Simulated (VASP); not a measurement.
# GaAs (I-4m2) in VASP: notebook, part 2 of 2

VASP 6.6.1. The steps go on from the part before.

### 4 Single point, PBE (strain +0.025 along x and y, -0.025 along z)

INCAR reads:

```
  PREC = Accurate
  ENCUT = 500
  EDIFF = 1E-6
  ISMEAR = 0
  SIGMA = 0.03
  LREAL = F
  LASPH = T
  NELM = 120
  ALGO = Normal
  ISIF = 2
  LWAVE = F
  LCHARG = F
  GGA = PE
  NBANDS = 16
  GGA_COMPAT = F
```

KPOINTS reads:

```
regular mesh
0
Gamma
  10 10 10
```

POSCAR reads:

```
GaAs
1.0
    0.0000000000      2.9445095741      2.8008749607
    2.9445095741      0.0000000000      2.8008749607
    2.9445095741      2.9445095741      0.0000000000
Ga As
1 1
Direct
    0.0000000000      0.0000000000      0.0000000000
    0.7500000000      0.7500000000      0.7500000000
```

Potentials or basis: VASP PAW PBE potentials, release 64 (Ga_d, As).

Command:

```sh
cat potpaw_PBE.64/Ga_d/POTCAR potpaw_PBE.64/As/POTCAR > POTCAR
mpirun -np 1 vasp_std > vasp.out
```

OUTCAR:

```text
PREC = Accurate
   ENCUT = 500
   EDIFF = 1E-6
   ISMEAR = 0
   LREAL = F
   LASPH = T
   NELM = 120
   ISIF = 2
   GGA = PE

 ion  position               nearest neighbor table
   1  0.000  0.000  0.000-   2 2.51   2 2.51   2 2.51   2 2.51
   2  0.750  0.750  0.750-   1 2.51   1 2.51   1 2.51   1 2.51

  LATTYP: Found a body centered tetragonal cell.
 ALAT       =     4.1641653742
 C/A-ratio  =     1.3452275349

  Lattice vectors:

 A1 = (   0.0000000000,  -2.9445095741,  -2.8008749607)
 A2 = (   0.0000000000,   2.9445095741,  -2.8008749607)
 A3 = (   2.9445095741,   0.0000000000,   2.8008749607)

Analysis of symmetry for initial positions (statically):
=====================================================================
 Subroutine PRICEL returns:
 Original cell was already a primitive cell.

 Routine SETGRP: Setting up the symmetry group for a
 body centered tetragonal supercell.

 Subroutine GETGRP returns: Found  8 space group operations
 (whereof  8 operations were pure point group operations)
 out of a pool of 16 trial point group operations.

The static configuration has the point symmetry D_2d.

Analysis of symmetry for dynamics (positions and initial velocities):
=====================================================================
 Subroutine PRICEL returns:
 Original cell was already a primitive cell.

 Routine SETGRP: Setting up the symmetry group for a
 body centered tetragonal supercell.

 Subroutine GETGRP returns: Found  8 space group operations
 (whereof  8 operations were pure point group operations)
 out of a pool of 16 trial point group operations.

The dynamic configuration has the point symmetry D_2d.

 Subroutine INISYM returns: Found  8 space group operations
 (whereof  8 operations are pure point group operations),
 and found     1 'primitive' translations

[... 111 lines left out ...]
   IALGO  =     38    algorithm
   IMIX   =      4    mixing-type and parameters
     AMIX     =   0.40;   BMIX     =  1.00
     AMIX_MAG =   1.60;   BMIX_MAG =  1.00
  volume/ion in A,a.u.               =      24.28       163.88
  Fermi-wavevector in a.u.,A,eV,Ry     =   1.175933  2.222190 18.814375  1.382818
  Thomas-Fermi vector in A             =   2.312305
   LORBIT       =      0    0 simple, 1 ext, 2 COOP (PROOUT), +10 PAW based schemes
   GGA     = PE    functional components
   LHFCALC =     F    Hartree Fock is set to
   AEXX    =    0.0000 exact exchange contribution
   IVDW    =     0    specifies the selected vdW correction
   LEPSILON=     F    determine dielectric tensor
   LRPA    =     F    only Hartree local field effects (RPA)
 non-spin polarized calculation
 Gauss-broadening in eV      SIGMA  =   0.03
  energy-cutoff  :      500.00
  volume of cell :       48.57
 maximum number of plane-waves:      1249
 NGX is ok and might be reduce to    30
   NGX = 15   NGY = 15   NGZ = 15

 number of electron      18.0000000 magnetization

 Free energy of the ion-electron system (eV)
  ---------------------------------------------------
  ext. energy  EPLUGINS =         0.00000000
  ---------------------------------------------------
  free energy    TOTEN  =        -8.25795624 eV

  energy without entropy =       -8.25795623  energy(sigma->0) =       -8.25795623

 E-fermi :   3.3477     XC(G=0):  -9.2697

 val. band max:        3.2514590820   @ k =   0.0000   0.0000   0.0000
 cond. band min:       3.4434014137   @ k =   0.0000   0.0000   0.0000
 fundamental gap:      0.1919423318
 Fermi energy:         3.3476546790

 k-point     1 :       0.0000    0.0000    0.0000
  band No.  band energies     occupation
      1     -11.4177      2.00000
      2     -11.4177      2.00000
      3     -11.4057      2.00000
      4     -11.3566      2.00000
      5     -11.3463      2.00000
      6      -8.9473      2.00000
[... 433 lines left out ...]
      3     -11.3876      2.00000
      4     -11.3717      2.00000
      5     -11.3369      2.00000
      6      -7.3312      2.00000
[... 8 lines left out ...]
     15      15.0763      0.00000
     16      15.8357      0.00000

 [... further k-points ...]

------------------------ aborting loop because EDIFF is reached ----------------------------------------

  FORCE on cell =-STRESS in cart. coord.  units (eV):
  Direction    XX          YY          ZZ          XY          YZ          ZX
  --------------------------------------------------------------------------------------
  -------------------------------------------------------------------------------------
  Total       -0.6359061     -0.6359061      0.1437429      0.0000000      0.0000000     -0.0000000
  in kB      -20.9775102    -20.9775102      4.7418461      0.0000000      0.0000000     -0.0000000
  external PRESSURE =     -12.4043914 kB  Pullay stress =       0.0000000 kB

 VOLUME and BASIS-vectors are now :
 -----------------------------------------------------------------------------
  energy-cutoff  :      500.00
  volume of cell :       48.57
      direct lattice vectors                 reciprocal lattice vectors
     0.000000000  2.944509574  2.800874961    -0.169807565  0.169807565  0.178515645
     2.944509574  0.000000000  2.800874961     0.169807565 -0.169807565  0.178515645
     2.944509574  2.944509574  0.000000000     0.169807565  0.169807565 -0.178515645

 POSITION                                       TOTAL-FORCE (eV/Angst)
 -----------------------------------------------------------------------------------
      0.00000      0.00000      0.00000         0.000000      0.000000      0.000000
      4.41676      4.41676      4.20131         0.000000      0.000000      0.000000
 -----------------------------------------------------------------------------------
    total drift:                               -0.000000     -0.000000      0.000000

  FREE ENERGIE OF THE ION-ELECTRON SYSTEM (eV)
  ---------------------------------------------------
  free  energy   TOTEN  =        -8.2579562356 eV

  energy  without entropy=       -8.2579562343  energy(sigma->0) =       -8.25795623
```

OSZICAR:

```text
N       E                     dE             d eps       ncg     rms          rms(c)
DAV:   1     0.817743562606E+02    0.81774E+02   -0.86676E+03  3320   0.147E+03
DAV:   2    -0.176218437478E+01   -0.83537E+02   -0.79703E+02  3760   0.304E+02
DAV:   3    -0.829920476896E+01   -0.65370E+01   -0.65161E+01  3984   0.660E+01
DAV:   4    -0.840243547602E+01   -0.10323E+00   -0.10321E+00  4064   0.931E+00
DAV:   5    -0.840392314819E+01   -0.14877E-02   -0.14876E-02  4080   0.996E-01    0.269E+00
DAV:   6    -0.827199259738E+01    0.13193E+00   -0.21346E-01  4920   0.733E+00    0.161E+00
DAV:   7    -0.825656939873E+01    0.15423E-01   -0.54461E-02  3976   0.159E+00    0.553E-01
DAV:   8    -0.825743798793E+01   -0.86859E-03   -0.93036E-03  4040   0.105E+00    0.887E-02
DAV:   9    -0.825783566352E+01   -0.39768E-03   -0.90057E-04  4168   0.366E-01    0.526E-02
DAV:  10    -0.825790239685E+01   -0.66733E-04   -0.65083E-05  4352   0.717E-02    0.286E-02
DAV:  11    -0.825795590844E+01   -0.53512E-04   -0.78299E-05  3792   0.634E-02    0.387E-03
DAV:  12    -0.825795623559E+01   -0.32714E-06   -0.11099E-06  3368   0.135E-02
   1 F= -.82579562E+01 E0= -.82579562E+01  d E =-.128599E-08
```

Run time: 64 s. Hardware: 1 thread of Intel Xeon Platinum 8259CL at 2.50GHz (Skylake/Cascade Lake), shared host; peak memory 0.22 GiB.

What came out:

```yaml
Free_energy: -8.2580 eV
Pressure: -1.2 GPa
Band_gap_on_the_k_mesh: 0.19 eV
```

Levels at points of the mesh, in eV from the valence-band top:
| k point | band 7 | band 8 | band 9 | band 10 | band 11 | band 12 |
| --- | --- | --- | --- | --- | --- | --- |
| (0.00, 0.00, 0.00) | -0.06 | -0.06 | 0.00 | 0.19 | 3.66 | 3.79 |
| (0.50, 0.00, 0.00) | -6.23 | -1.19 | -0.83 | 0.80 | 4.48 | 4.82 |
| (0.50, 0.50, 0.00) | -6.28 | -2.60 | -2.60 | 1.42 | 1.45 | 9.64 |
| (0.50, 0.00, 0.50) | -6.55 | -2.31 | -2.28 | 1.72 | 1.86 | 9.38 |

Caveat: the cell differs from its parent crystal (strain +0.025 along x and y, -0.025 along z).

### 5 Single point, PBE (strain +0.050 along x and y, -0.050 along z)

INCAR reads:

```
SYSTEM = GaAs
ALGO = Normal ; EDIFF = 1E-6
ENCUT = 500 ; GGA = PE
GGA_COMPAT = .FALSE. ; ISIF = 2
ISMEAR = 0 ; LASPH = .TRUE.
LCHARG = .FALSE. ; LREAL = .FALSE.
LWAVE = .FALSE. ; NBANDS = 16
NELM = 120 ; PREC = Accurate
SIGMA = 0.03
```

KPOINTS reads:

```
k-points
0
G
  10 10 10
  0 0 0
```

POSCAR reads:

```
GaAs
1.0
    0.0000000000      3.0163268808      2.7290576540
    3.0163268808      0.0000000000      2.7290576540
    3.0163268808      3.0163268808      0.0000000000
Ga As
1 1
Direct
    0.0000000000      0.0000000000      0.0000000000
    0.7500000000      0.7500000000      0.7500000000
```

Command:

```sh
cat potpaw_PBE.64/Ga_d/POTCAR potpaw_PBE.64/As/POTCAR > POTCAR
mpirun -np 1 vasp_std > vasp.out
```

Run time: 58 s. Hardware: 1 thread of Intel Xeon Platinum 8259CL at 2.50GHz (Skylake/Cascade Lake), shared host; peak memory 0.23 GiB.

It converged, with:

* Free energy: -8.2081 eV
* Pressure: -2.5 GPa
* Band gap on the k mesh: 0.26 eV (least direct gap 0.45 eV)

Stress tensor (GPa, compression positive):
```
-4.01  0.00  0.00
 0.00 -4.01  0.00
 0.00  0.00  0.64
```

Levels at points of the mesh, in eV from the valence-band top:
```csv
k point,band 5,band 6,band 7,band 8,band 9,band 10,band 11,band 12,band 13,band 14
"(0.00, 0.00, 0.00)",-14.64,-12.10,-0.26,-0.19,-0.19,0.26,3.54,3.81,3.81,7.28
"(0.50, 0.00, 0.00)",-14.63,-10.62,-6.18,-1.37,-0.70,0.60,4.28,4.98,7.68,9.46
"(0.50, 0.50, 0.00)",-14.62,-9.81,-6.07,-2.77,-2.77,1.09,1.28,9.41,9.41,10.48
"(0.50, 0.00, 0.50)",-14.64,-10.10,-6.59,-2.18,-2.13,1.79,1.96,8.79,9.21,9.68
```

Caveat: the cell differs from its parent crystal (strain +0.050 along x and y, -0.050 along z). A k mesh can miss the band edges.

### 6 Single point, PBE (strain +0.050 along x and y, -0.025 along z)

INCAR reads:

```
PREC = Accurate
ENCUT = 500
EDIFF = 1E-6
ISMEAR = 0
SIGMA = 0.03
LREAL = F
LASPH = T
NELM = 120
ALGO = Normal
ISIF = 2
LWAVE = F
LCHARG = T
GGA = PE
LELF = T
LVHAR = T
NBANDS = 16
GGA_COMPAT = F
```

KPOINTS reads:

```
regular mesh
0
Gamma
  10 10 10
```

POSCAR reads:

```
GaAs
1.0
    0.0000000000      3.0163268808      2.8008749607
    3.0163268808      0.0000000000      2.8008749607
    3.0163268808      3.0163268808      0.0000000000
Ga As
1 1
Direct
    0.0000000000      0.0000000000      0.0000000000
    0.7500000000      0.7500000000      0.7500000000
```

Potentials or basis: VASP PAW PBE potentials, release 64 (Ga_d, As).

Command:

```sh
cat potpaw_PBE.64/Ga_d/POTCAR potpaw_PBE.64/As/POTCAR > POTCAR
mpirun -np 1 vasp_std > vasp.out
```

OUTCAR:

```text
PREC = Accurate
   ENCUT = 500
   EDIFF = 1E-6
   ISMEAR = 0
   LREAL = F
   LASPH = T
   NELM = 120
   ISIF = 2
   GGA = PE

 ion  position               nearest neighbor table
   1  0.000  0.000  0.000-   2 2.55   2 2.55   2 2.55   2 2.55
   2  0.750  0.750  0.750-   1 2.55   1 2.55   1 2.55   1 2.55

  LATTYP: Found a body centered tetragonal cell.
 ALAT       =     4.2657303834
 C/A-ratio  =     1.3131983079

  Lattice vectors:

[... 640 lines left out ...]

 [... further k-points ...]

------------------------ aborting loop because EDIFF is reached ----------------------------------------

  FORCE on cell =-STRESS in cart. coord.  units (eV):
  Direction    XX          YY          ZZ          XY          YZ          ZX
  --------------------------------------------------------------------------------------
  -------------------------------------------------------------------------------------
  Total       -1.5245725     -1.5245725     -0.3883032      0.0000000      0.0000000     -0.0000000
  in kB      -47.9267690    -47.9267690    -12.2067789      0.0000000      0.0000000     -0.0000000
  external PRESSURE =     -36.0201057 kB  Pullay stress =       0.0000000 kB

 VOLUME and BASIS-vectors are now :
 -----------------------------------------------------------------------------
  energy-cutoff  :      500.00
  volume of cell :       50.97
      direct lattice vectors                 reciprocal lattice vectors
     0.000000000  3.016326881  2.800874961    -0.165764527  0.165764527  0.178515645
     3.016326881  0.000000000  2.800874961     0.165764527 -0.165764527  0.178515645
     3.016326881  3.016326881  0.000000000     0.165764527  0.165764527 -0.178515645

 POSITION                                       TOTAL-FORCE (eV/Angst)
 -----------------------------------------------------------------------------------
      0.00000      0.00000      0.00000         0.000000      0.000000     -0.000000
      4.52449      4.52449      4.20131        -0.000000     -0.000000      0.000000
 -----------------------------------------------------------------------------------
    total drift:                               -0.000002     -0.000002     -0.000003

  FREE ENERGIE OF THE ION-ELECTRON SYSTEM (eV)
  ---------------------------------------------------
  free  energy   TOTEN  =        -8.2058275838 eV

  energy  without entropy=       -8.2058275837  energy(sigma->0) =       -8.20582758
```

stdout:

```text
POSCAR found type information on POSCAR GaAs
 POSCAR found :  2 types and       2 ions
 scaLAPACK will be used
 LDA part: xc-table for (Slater+PW92), standard interpolation
 POSCAR, INCAR and KPOINTS ok, starting setup
 FFT: planning ... GRIDC
 FFT: planning ... GRID_SOFT
 FFT: planning ... GRID
 WAVECAR not read
 entering main loop
```

It took 69 s on 1 thread of Intel Xeon Platinum 8259CL at 2.50GHz (Skylake/Cascade Lake), shared host; peak memory 0.23 GiB.

What came out:

* Free energy: -8.2058 eV
* Pressure: -3.6 GPa
* Band gap on the k mesh: 0.23 eV (least direct gap 0.34 eV)

Levels at points of the mesh, in eV from the valence-band top:
| k point | band 7 | band 8 | band 9 | band 10 | band 11 | band 12 |
| --- | --- | --- | --- | --- | --- | --- |
| (0.00, 0.00, 0.00) | -0.38 | -0.11 | -0.11 | 0.23 | 3.59 | 3.79 |
| (0.50, 0.00, 0.00) | -6.03 | -1.21 | -0.72 | 0.63 | 4.38 | 4.86 |
| (0.50, 0.50, 0.00) | -6.03 | -2.55 | -2.55 | 1.28 | 1.44 | 9.26 |
| (0.50, 0.00, 0.50) | -6.41 | -2.13 | -2.10 | 1.81 | 1.90 | 8.85 |

Caveat: the cell differs from its parent crystal (strain +0.050 along x and y, -0.025 along z); the cell stands under tension.

### 7 Single point, PBE (strain +0.050 along x and y, +0.000 along z)

INCAR reads:

```
  PREC = Accurate
  ENCUT = 500
  EDIFF = 1E-6
  ISMEAR = 0
  SIGMA = 0.03
  LREAL = F
  LASPH = T
  NELM = 120
  ALGO = Normal
  ISIF = 2
  LWAVE = F
  LCHARG = F
  GGA = PE
  NBANDS = 16
  GGA_COMPAT = F
```

KPOINTS is that of step 6.

POSCAR reads:

```
GaAs
1.0
    0.0000000000      3.0163268808      2.8726922674
    3.0163268808      0.0000000000      2.8726922674
    3.0163268808      3.0163268808      0.0000000000
Ga As
1 1
Direct
    0.0000000000      0.0000000000      0.0000000000
    0.7500000000      0.7500000000      0.7500000000
```

Command:

```sh
cat potpaw_PBE.64/Ga_d/POTCAR potpaw_PBE.64/As/POTCAR > POTCAR
mpirun -np 1 vasp_std > vasp.out
```

Wall time 69 s (1 thread of Intel Xeon Platinum 8259CL at 2.50GHz (Skylake/Cascade Lake), shared host); peak memory 0.23 GiB.

Results (log left out):

```yaml
Free_energy: -8.1888 eV
Pressure: -4.6 GPa
Band_gap_on_the_k_mesh: 0.19 eV (least direct gap 0.23 eV)
```

Stress tensor (GPa, compression positive):
```
-5.40  0.00  0.00
 0.00 -5.40  0.00
 0.00  0.00 -2.99
```

Levels at points of the mesh, in eV from the valence-band top:
```csv
k point,band 6,band 7,band 8,band 9,band 10,band 11,band 12,band 13
"(0.00, 0.00, 0.00)",-11.73,-0.49,-0.04,-0.04,0.19,3.64,3.77,3.77
"(0.50, 0.00, 0.00)",-10.38,-5.88,-1.06,-0.74,0.64,4.47,4.76,7.58
"(0.50, 0.50, 0.00)",-9.74,-5.99,-2.34,-2.34,1.46,1.59,9.11,9.11
"(0.50, 0.00, 0.50)",-9.86,-6.23,-2.08,-2.05,1.83,1.86,8.87,9.10
```

Caveat: the cell differs from its parent crystal (strain +0.050 along x and y, +0.000 along z); the cell stands under tension.

### 8 Summary

| cell | gap on the mesh (eV) | pressure (GPa) |
| --- | --- | --- |
| a = 4.116, b = 4.116, c = 3.961 Å, angles 61.2, 61.2, 57.5°, 2 atoms | none | 0.2 |
| a = 4.015, b = 4.015, c = 4.164 Å, angles 58.8, 58.8, 62.5°, 2 atoms | 0.11 | 0.2 |
| a = 4.064, b = 4.064, c = 4.164 Å, angles 59.2, 59.2, 61.6°, 2 atoms | 0.19 | -1.2 |
| a = 4.068, b = 4.068, c = 4.266 Å, angles 58.4, 58.4, 63.2°, 2 atoms | 0.26 | -2.5 |
| a = 4.116, b = 4.116, c = 4.266 Å, angles 58.8, 58.8, 62.4°, 2 atoms | 0.23 | -3.6 |
| a = 4.165, b = 4.165, c = 4.266 Å, angles 59.2, 59.2, 61.6°, 2 atoms | 0.19 | -4.6 |

Alike in all rows: task single point; level PBE; potentials or basis VASP PAW PBE potentials, release 64 (Ga_d, As); no spin polarisation; k mesh 10 × 10 × 10; cutoff (eV) 500; smearing gaussian 0.03 eV.

Caveats: the cell stands under tension (at least some runs); semilocal functionals underestimate gaps, so a narrow gap can read as zero (at least some runs).

Absolute energies hang on the potentials; compare differences alone.
